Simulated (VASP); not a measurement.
# PdPtC4N4 (P-43m) in VASP: further runs

The runs below take PdPtC4N4 through single point, with PBE.

All numbers are computed with VASP 6.6.1; they aren't measurements. Logs are shortened: lines on timing, memory, paths and dates and some standing lists are left out, and cuts for length are marked.

## (1) The cell of the first run

It takes space group P-43m (No. 215, cubic). The conventional cell has a = 6.018 Å, b = 6.018 Å, c = 6.018 Å, α = 90.00°, β = 90.00°, γ = 90.00°. Within 2.7 Å of Pd (site symmetry -43m) lie 4 N at 2.05 Å. Pt (site symmetry -43m) has 4 C at 1.98 Å within 2.6 Å. C (site symmetry 3m) has 1 N at 1.18 Å within 1.6 Å. Within 1.6 Å of N (site symmetry 3m) lie 1 C at 1.18 Å.

## (2) Single point, PBE

INCAR

```
ALGO     = Normal         # electronic algorithm
EDIFF    = 1E-6           # SCF threshold, eV
ENCUT    = 600            # plane-wave cutoff, eV
GGA      = PE             # functional
GGA_COMPAT= F            
ISIF     = 2              # what is computed and relaxed
ISMEAR   = 0              # smearing method
LASPH    = T              # aspherical terms in the spheres
LCHARG   = F              # write CHGCAR
LREAL    = F              # projectors in reciprocal space
LWAVE    = F              # write WAVECAR
NBANDS   = 47             # bands
NELM     = 120            # most SCF steps
PREC     = Accurate       # precision mode
SIGMA    = 0.1            # smearing width, eV
```

KPOINTS

```
k-points
0
Gamma
  4 4 4
```

POSCAR

```
PdPtC4N4
1.0
    6.0177058223      0.0000000000      0.0000000000
    0.0000000000      6.0177058223      0.0000000000
    0.0000000000      0.0000000000      6.0177058223
Pd Pt C N
1 1 4 4
Direct
    0.5000000000      0.5000000000      0.5000000000
    0.0000000000      0.0000000000      0.0000000000
    0.1898056754      0.1898056754      0.1898056754
    0.1898056754      0.8101943246      0.8101943246
    0.8101943246      0.1898056754      0.8101943246
    0.8101943246      0.8101943246      0.1898056754
    0.3031685500      0.3031685500      0.3031685500
    0.3031685500      0.6968314500      0.6968314500
    0.6968314500      0.3031685500      0.6968314500
    0.6968314500      0.6968314500      0.3031685500
```

Potentials or basis: VASP PAW PBE potentials, release 64 (Pd_sv_GW, Pt_sv_GW, C, N).

Command:

```
> cat potpaw_PBE.64/Pd_sv_GW/POTCAR potpaw_PBE.64/Pt_sv_GW/POTCAR potpaw_PBE.64/C/POTCAR potpaw_PBE.64/N/POTCAR > POTCAR
> mpirun -np 1 vasp_std > vasp.out
```

OUTCAR:

```text
EDIFF = 1E-6
   ENCUT = 600
   GGA = PE
   ISIF = 2
   ISMEAR = 0
   LASPH = T
   LREAL = F
   NELM = 120
   PREC = Accurate

 ion  position               nearest neighbor table
   1  0.500  0.500  0.500-   7 2.05   8 2.05   9 2.05  10 2.05
   2  0.000  0.000  0.000-   3 1.98   4 1.98   5 1.98   6 1.98
   3  0.190  0.190  0.190-   7 1.18   2 1.98
   4  0.190  0.810  0.810-   8 1.18   2 1.98
   5  0.810  0.190  0.810-   9 1.18   2 1.98
   6  0.810  0.810  0.190-  10 1.18   2 1.98
   7  0.303  0.303  0.303-   3 1.18   1 2.05
   8  0.303  0.697  0.697-   4 1.18   1 2.05
   9  0.697  0.303  0.697-   5 1.18   1 2.05
  10  0.697  0.697  0.303-   6 1.18   1 2.05

  LATTYP: Found a simple cubic cell.
 ALAT       =     6.0177058223

  Lattice vectors:

 A1 = (   6.0177058223,   0.0000000000,   0.0000000000)
 A2 = (   0.0000000000,   6.0177058223,   0.0000000000)
 A3 = (   0.0000000000,   0.0000000000,   6.0177058223)

Analysis of symmetry for initial positions (statically):
=====================================================================
 Subroutine PRICEL returns:
 Original cell was already a primitive cell.

 Routine SETGRP: Setting up the symmetry group for a
 simple cubic supercell.

 Subroutine GETGRP returns: Found 24 space group operations
 (whereof 24 operations were pure point group operations)
 out of a pool of 48 trial point group operations.

The static configuration has the point symmetry T_d .

Analysis of symmetry for dynamics (positions and initial velocities):
=====================================================================
 Subroutine PRICEL returns:
 Original cell was already a primitive cell.

 Routine SETGRP: Setting up the symmetry group for a
 simple cubic supercell.

 Subroutine GETGRP returns: Found 24 space group operations
 (whereof 24 operations were pure point group operations)
 out of a pool of 48 trial point group operations.

The dynamic configuration has the point symmetry T_d .

 Subroutine INISYM returns: Found 24 space group operations
 (whereof 24 operations are pure point group operations),
 and found     1 'primitive' translations

----------------------------------------------------------------------------------------

                                     Primitive cell

  volume of cell :     217.9179

  direct lattice vectors                    reciprocal lattice vectors
     6.017705822  0.000000000  0.000000000     0.166176285  0.000000000  0.000000000
     0.000000000  6.017705822  0.000000000     0.000000000  0.166176285  0.000000000
     0.000000000  0.000000000  6.017705822     0.000000000  0.000000000  0.166176285

  length of vectors
     6.017705822  6.017705822  6.017705822     0.166176285  0.166176285  0.166176285

  position of ions in fractional coordinates (direct lattice)
     0.500000000  0.500000000  0.500000000
     0.000000000  0.000000000  0.000000000
     0.189805675  0.189805675  0.189805675
     0.189805675  0.810194325  0.810194325
     0.810194325  0.189805675  0.810194325
     0.810194325  0.810194325  0.189805675
     0.303168550  0.303168550  0.303168550
     0.303168550  0.696831450  0.696831450
     0.696831450  0.303168550  0.696831450
     0.696831450  0.696831450  0.303168550

  ion indices of the primitive-cell ions
   primitive index   ion index
                 1           1
                 2           2
                 3           3
                 4           4
                 5           5
                 6           6
                 7           7
                 8           8
                 9           9
                10          10

----------------------------------------------------------------------------------------

 KPOINTS: k-points

Automatic generation of k-mesh.
 Grid dimensions read from file:
 generate k-points for:    4    4    4

 Generating k-lattice:

  Cartesian coordinates                     Fractional coordinates (reciprocal lattice)
     0.041544071  0.000000000  0.000000000     0.250000000  0.000000000  0.000000000
     0.000000000  0.041544071  0.000000000     0.000000000  0.250000000  0.000000000
     0.000000000  0.000000000  0.041544071     0.000000000  0.000000000  0.250000000

  Length of vectors
     0.041544071  0.041544071  0.041544071

  Shift w.r.t. Gamma in fractional coordinates (k-lattice)
     0.000000000  0.000000000  0.000000000

 Subroutine IBZKPT returns following result:
 ===========================================

 Found     10 irreducible k-points:

 Following reciprocal coordinates:
            Coordinates               Weight
  0.000000  0.000000  0.000000      1.000000
  0.250000  0.000000  0.000000      6.000000
  0.500000  0.000000  0.000000      3.000000
  0.250000  0.250000  0.000000     12.000000
  0.500000  0.250000  0.000000     12.000000
  0.500000  0.500000  0.000000      3.000000
  0.250000  0.250000  0.250000      8.000000
  0.500000  0.250000  0.250000     12.000000
  0.500000  0.500000  0.250000      6.000000
  0.500000  0.500000  0.500000      1.000000
   k-points           NKPTS =     10   k-points in BZ     NKDIM =     10   number of bands    NBANDS=     47
   number of dos      NEDOS =    301   number of ions     NIONS =     10
   total plane-waves  NPLWV = 110592
   dimension x,y,z NGX =    48 NGY =   48 NGZ =   48
   dimension x,y,z NGXF=    96 NGYF=   96 NGZF=   96
   ions per type =               1   1   4   4
   NGX,Y,Z   is equivalent  to a cutoff of  13.26, 13.26, 13.26 a.u.
   NGXF,Y,Z  is equivalent  to a cutoff of  26.52, 26.52, 26.52 a.u.
 SYSTEM =  unknown system
   PREC   = accura    normal or accurate (medium, high low for compatibility)
   ISTART =      0    job   : 0-new  1-cont  2-samecut
   ICHARG =      2    charge: 1-file 2-atom 10-const
   ISPIN  =      1    spin polarized calculation?
   LNONCOLLINEAR =      F non collinear calculations
   LSORBIT =      F    spin-orbit coupling
   LASPH  =      T    aspherical Exc in radial PAW
   ENCUT  =  600.0 eV  44.10 Ry    6.64 a.u.  12.02 12.02 12.02*2*pi/ulx,y,z
   NELM   =    120;   NELMIN=  2; NELMDL= -5     # of ELM steps
   EDIFF  = 0.1E-05   stopping-criterion for ELM
   LREAL  =      F    real-space projection
   EDIFFG = 0.1E-04   stopping-criterion for IOM
   NSW    =      0    number of steps for IOM
   IBRION =     -1    ionic relax: 0-MD 1-quasi-New 2-CG
   NFREE  =      0    steps in history (QN), initial steepest desc. (CG)
   ISIF   =      2    stress and relaxation
   ISYM   =      2    0-nonsym 1-usesym 2-fastsym
   POTIM  = 0.5000    time-step for ionic-motion
   TEBEG  =    0.0;   TEEND  =   0.0 temperature during run
   PSTRESS=    0.0 pullay stress
   NELECT =      72.0000    total number of electrons
   NUPDOWN=      -1.0000    fix difference up-down
   EMIN   =  10.00;   EMAX   =-10.00  energy-range for DOS
   EFERMI =   0.00;   METHOD = LEGACY
   ISMEAR =     0;   SIGMA  =   0.10  broadening in eV -4-tet -1-fermi 0-gaus
   EFERMI_NEDOS =   21; number of points for ismear=-14 and -15
   IALGO  =     38    algorithm
   IMIX   =      4    mixing-type and parameters
     AMIX     =   0.40;   BMIX     =  1.00
     AMIX_MAG =   1.60;   BMIX_MAG =  1.00
  volume/ion in A,a.u.               =      21.79       147.06
  Fermi-wavevector in a.u.,A,eV,Ry     =   1.131761  2.138718 17.427470  1.280883
  Thomas-Fermi vector in A             =   2.268461
   LORBIT       =      0    0 simple, 1 ext, 2 COOP (PROOUT), +10 PAW based schemes
   GGA     = PE    functional components
   LHFCALC =     F    Hartree Fock is set to
   AEXX    =    0.0000 exact exchange contribution
   IVDW    =     0    specifies the selected vdW correction
   LEPSILON=     F    determine dielectric tensor
   LRPA    =     F    only Hartree local field effects (RPA)
 non-spin polarized calculation
 Gauss-broadening in eV      SIGMA  =   0.10
  energy-cutoff  :      600.00
  volume of cell :      217.92
 maximum number of plane-waves:      7312
   NGX = 25   NGY = 25   NGZ = 25

 number of electron      71.9999985 magnetization

 Free energy of the ion-electron system (eV)
  ---------------------------------------------------
  ext. energy  EPLUGINS =         0.00000000
  ---------------------------------------------------
  free energy    TOTEN  =       -71.98050188 eV

  energy without entropy =      -71.91747077  energy(sigma->0) =      -71.94898633

 E-fermi :  -1.0562     XC(G=0):  -7.2885

 val. band max:       -1.0728284785   @ k =   0.2500   0.2500   0.0000
 cond. band min:      -1.0534956191   @ k =   0.2500   0.2500   0.2500
 fundamental gap:      0.0193328594
 Fermi energy:        -1.0562296871

 k-point     1 :       0.0000    0.0000    0.0000
  band No.  band energies     occupation
      1    -100.5093      2.00000
      2     -85.4581      2.00000
      3     -54.6197      2.00000
      4     -54.6197      2.00000
      5     -54.6197      2.00000
      6     -51.1669      2.00000
[... 39 lines left out ...]
     46       4.5025      0.00000
     47       4.5025      0.00000

 k-point     2 :       0.2500    0.0000    0.0000
  band No.  band energies     occupation
      1    -100.5095      2.00000
      2     -85.4581      2.00000
      3     -54.6198      2.00000
      4     -54.6197      2.00000
      5     -54.6197      2.00000
      6     -51.1671      2.00000
[... 39 lines left out ...]
     46       4.4556      0.00000
     47       4.6320      0.00000

 k-point     3 :       0.5000    0.0000    0.0000
  band No.  band energies     occupation
      1    -100.5096      2.00000
      2     -85.4581      2.00000
      3     -54.6199      2.00000
      4     -54.6198      2.00000
      5     -54.6198      2.00000
      6     -51.1671      2.00000
[... 339 lines left out ...]
     46       4.5648      0.00000
     47       5.9856      0.00000

 k-point    10 :       0.5000    0.5000    0.5000
  band No.  band energies     occupation
      1    -100.5095      2.00000
      2     -85.4581      2.00000
      3     -54.6197      2.00000
      4     -54.6197      2.00000
      5     -54.6197      2.00000
      6     -51.1670      2.00000
[... 39 lines left out ...]
     46       4.5944      0.00000
     47       6.0673      0.00000

------------------------ aborting loop because EDIFF is reached ----------------------------------------

  FORCE on cell =-STRESS in cart. coord.  units (eV):
  Direction    XX          YY          ZZ          XY          YZ          ZX
  --------------------------------------------------------------------------------------
  -------------------------------------------------------------------------------------
  Total        0.2198946      0.2198946      0.2198946     -0.0000000      0.0000000     -0.0000000
  in kB        1.6167104      1.6167104      1.6167104     -0.0000000      0.0000000     -0.0000000
  external PRESSURE =       1.6167104 kB  Pullay stress =       0.0000000 kB

 VOLUME and BASIS-vectors are now :
 -----------------------------------------------------------------------------
  energy-cutoff  :      600.00
  volume of cell :      217.92
      direct lattice vectors                 reciprocal lattice vectors
     6.017705822  0.000000000  0.000000000     0.166176285  0.000000000  0.000000000
     0.000000000  6.017705822  0.000000000     0.000000000  0.166176285  0.000000000
     0.000000000  0.000000000  6.017705822     0.000000000  0.000000000  0.166176285

 POSITION                                       TOTAL-FORCE (eV/Angst)
 -----------------------------------------------------------------------------------
      3.00885      3.00885      3.00885         0.000000     -0.000000      0.000000
      0.00000      0.00000      0.00000         0.000000     -0.000000      0.000000
      1.14219      1.14219      1.14219        -0.165557     -0.165557     -0.165557
      1.14219      4.87551      4.87551        -0.165557      0.165557      0.165557
      4.87551      1.14219      4.87551         0.165557     -0.165557      0.165557
      4.87551      4.87551      1.14219         0.165557      0.165557     -0.165557
      1.82438      1.82438      1.82438         0.171417      0.171417      0.171417
      1.82438      4.19333      4.19333         0.171417     -0.171417     -0.171417
      4.19333      1.82438      4.19333        -0.171417      0.171417     -0.171417
      4.19333      4.19333      1.82438        -0.171417     -0.171417      0.171417
 -----------------------------------------------------------------------------------
    total drift:                                0.000000      0.000000     -0.000000

  FREE ENERGIE OF THE ION-ELECTRON SYSTEM (eV)
  ---------------------------------------------------
  free  energy   TOTEN  =       -71.9805018849 eV

  energy  without entropy=      -71.9174707746  energy(sigma->0) =      -71.94898633
```

It took 3.5 min on 1 thread of Intel Xeon Platinum 8375C at 2.90GHz (Ice Lake), shared host; peak memory 0.42 GiB.

What came out:

| Quantity | Value |
| --- | --- |
| Free energy | -71.9805 eV |
| Pressure | 0.2 GPa |
| Largest force | 0.297 eV/Å |
| Band gap on the k mesh | zero (bands 36 and 37 overlap by 0.27 eV) |

Forces in eV/Å, atoms in the order of the input:
```
Pd   0.000  0.000  0.000
Pt   0.000  0.000  0.000
C   -0.166 -0.166 -0.166
C   -0.166  0.166  0.166
C    0.166 -0.166  0.166
C    0.166  0.166 -0.166
N    0.171  0.171  0.171
N    0.171 -0.171 -0.171
N   -0.171  0.171 -0.171
N   -0.171 -0.171  0.171
```

Caveat: spin-orbit coupling is left out, which moves the levels of the heavy elements.

## (3) Single point, PBE

INCAR

```
  PREC = Accurate
  ENCUT = 600
  EDIFF = 1E-6
  ISMEAR = 0
  SIGMA = 0.2
  LREAL = F
  LASPH = T
  NELM = 120
  ALGO = Normal
  ISIF = 2
  LWAVE = F
  LCHARG = T
  GGA = PE
  LELF = T
  LVHAR = T
  NBANDS = 47
  GGA_COMPAT = F
```

KPOINTS

```
regular mesh
0
Gamma
  4 4 4
```

POSCAR

```
PdPtC4N4
1.0
    6.0200358390      0.0000000000      0.0000000000
    0.0000000000      6.0200358390      0.0000000000
    0.0000000000      0.0000000000      6.0200358390
Pd Pt C N
1 1 4 4
Direct
    0.5000000000      0.5000000000      0.5000000000
    1.0000000000      0.0000000000      0.0000000000
    0.1898078140      0.1898078140      0.1898078140
    0.1898078140      0.8101921860      0.8101921860
    0.8101921860      0.1898078140      0.8101921860
    0.8101921860      0.8101921860      0.1898078140
    0.3031580290      0.3031580290      0.3031580290
    0.3031580290      0.6968419710      0.6968419710
    0.6968419710      0.3031580290      0.6968419710
    0.6968419710      0.6968419710      0.3031580290
```

Potentials or basis: VASP PAW PBE potentials, release 64 (Pd_sv_GW, Pt_sv_GW, C, N).

Command:

```
> cat potpaw_PBE.64/Pd_sv_GW/POTCAR potpaw_PBE.64/Pt_sv_GW/POTCAR potpaw_PBE.64/C/POTCAR potpaw_PBE.64/N/POTCAR > POTCAR
> mpirun -np 1 vasp_std > vasp.out
```

Run time: 1.7 min. Hardware: 1 thread of Intel Xeon 6975P-C (Granite Rapids), shared host; peak memory 0.42 GiB.

The run converged. Its results:

```
Free energy            : -72.0577 eV
Pressure               : 0.1 GPa
Largest force          : 0.256 eV/Å
Band gap on the k mesh : zero (bands 36 and 37 overlap by 0.27 eV)
```

Forces on the atoms (eV/Å):
```
Pd   0.000  0.000  0.000
Pt   0.000  0.000  0.000
C   -0.148 -0.148 -0.148
C   -0.148  0.148  0.148
C    0.148 -0.148  0.148
C    0.148  0.148 -0.148
N    0.142  0.142  0.142
N    0.142 -0.142 -0.142
N   -0.142  0.142 -0.142
N   -0.142 -0.142  0.142
```

Levels at points of the mesh, in eV from the Fermi level:
| k point | band 32 | band 33 | band 34 | band 35 | band 36 | band 37 | band 38 | band 39 | band 40 | band 41 |
| --- | --- | --- | --- | --- | --- | --- | --- | --- | --- | --- |
| (0.00, 0.00, 0.00) | -1.14 | -0.59 | -0.59 | -0.59 | -0.24 | -0.24 | -0.24 | 5.08 | 5.08 | 5.08 |
| (0.50, 0.00, 0.00) | -1.50 | -1.01 | -1.01 | -0.23 | -0.04 | 0.38 | 0.38 | 4.72 | 4.72 | 5.21 |
| (0.50, 0.50, 0.00) | -1.46 | -0.91 | -0.91 | -0.24 | -0.04 | 0.30 | 0.30 | 4.92 | 4.92 | 5.14 |
| (0.50, 0.50, 0.50) | -1.04 | -0.44 | -0.44 | -0.44 | -0.26 | -0.26 | -0.26 | 5.11 | 5.11 | 5.11 |

Caveat: spin-orbit coupling is left out, which moves the levels of the heavy elements.

## (4) Single point, PBE

This run uses another cell than the first one, of 20.63 Å³/atom.

INCAR

```
SYSTEM = PdPtC4N4
PREC = Accurate
ENCUT = 600
EDIFF = 1E-6
ISMEAR = 0
SIGMA = 0.1
LREAL = .FALSE.
LASPH = .TRUE.
NELM = 120
ALGO = Normal
ISIF = 2
LWAVE = .FALSE.
LCHARG = .FALSE.
GGA = PE
NBANDS = 47
GGA_COMPAT = .FALSE.
```

KPOINTS

```
Automatic mesh
0
G
  4 4 4
  0 0 0
```

POSCAR

```
PdPtC4N4
1.0
    5.9086026500      0.0000000000      0.0000000000
    0.0000000000      5.9086026500      0.0000000000
    0.0000000000      0.0000000000      5.9086026500
Pd Pt C N
1 1 4 4
Direct
    0.5000000000      0.5000000000      0.5000000000
    0.0000000000      0.0000000000      0.0000000000
    0.1873167900      0.1873167900      0.1873167900
    0.1873167900      0.8126832100      0.8126832100
    0.8126832100      0.1873167900      0.8126832100
    0.8126832100      0.8126832100      0.1873167900
    0.3016415900      0.3016415900      0.3016415900
    0.3016415900      0.6983584100      0.6983584100
    0.6983584100      0.3016415900      0.6983584100
    0.6983584100      0.6983584100      0.3016415900
```

Command:

```
> cat potpaw_PBE.64/Pd_sv_GW/POTCAR potpaw_PBE.64/Pt_sv_GW/POTCAR potpaw_PBE.64/C/POTCAR potpaw_PBE.64/N/POTCAR > POTCAR
> mpirun -np 1 vasp_std > vasp.out
```

It took 2.4 min on 1 thread of AMD EPYC 9R45 (Zen 5), shared host; peak memory 0.38 GiB.

Results (log left out):

```
Free energy            : -71.7696 eV
Pressure               : 4.9 GPa
Largest force          : 1.542 eV/Å
Band gap on the k mesh : zero (bands 36 and 37 overlap by 0.23 eV)
```

Forces in eV/Å, atoms in the order of the input:
```
Pd   0.000  0.000  0.000
Pt   0.000  0.000  0.000
C   -0.290 -0.290 -0.290
C   -0.290  0.290  0.290
C    0.290 -0.290  0.290
C    0.290  0.290 -0.290
N    0.890  0.890  0.890
N    0.890 -0.890 -0.890
N   -0.890  0.890 -0.890
N   -0.890 -0.890  0.890
```

Levels at points of the mesh, in eV from the Fermi level:
| k point | band 32 | band 33 | band 34 | band 35 | band 36 | band 37 | band 38 | band 39 | band 40 | band 41 |
| --- | --- | --- | --- | --- | --- | --- | --- | --- | --- | --- |
| (0.00, 0.00, 0.00) | -1.22 | -0.71 | -0.71 | -0.71 | -0.21 | -0.21 | -0.21 | 5.21 | 5.21 | 5.21 |
| (0.50, 0.00, 0.00) | -1.61 | -1.08 | -1.08 | -0.24 | -0.01 | 0.39 | 0.39 | 4.79 | 4.79 | 5.34 |
| (0.50, 0.50, 0.00) | -1.57 | -0.97 | -0.97 | -0.26 | -0.02 | 0.31 | 0.31 | 4.94 | 4.94 | 5.23 |
| (0.50, 0.50, 0.50) | -1.10 | -0.53 | -0.53 | -0.53 | -0.23 | -0.23 | -0.23 | 5.11 | 5.11 | 5.11 |

Caveat: the cell stands under pressure; spin-orbit coupling is left out, which moves the levels of the heavy elements; forces of over 1 eV/Å act on the atoms, so gaps and moduli don't describe the material at rest.

## (5) Summary

```csv
cell,smearing,gap on the mesh (eV),pressure (GPa),largest force (eV/Å)
"a = 6.018 Å, 10 atoms, atomic positions A",gaussian 0.1 eV,none,0.2,0.30
"a = 6.020 Å, 10 atoms, atomic positions A",gaussian 0.2 eV,none,0.1,0.26
"a = 5.909 Å, 10 atoms, atomic positions B",gaussian 0.1 eV,none,4.9,1.54
```

Alike in all rows: task single point; level PBE; potentials or basis VASP PAW PBE potentials, release 64 (Pd_sv_GW, Pt_sv_GW, C, N); no spin polarisation; k mesh 4 × 4 × 4; cutoff (eV) 600.

Caveats: spin-orbit coupling is left out, which moves the levels of the heavy elements; the cell stands under pressure (at least some runs); forces of over 1 eV/Å act on the atoms, so gaps and moduli don't describe the material at rest (at least some runs).

Absolute energies hang on the potentials; compare differences alone.
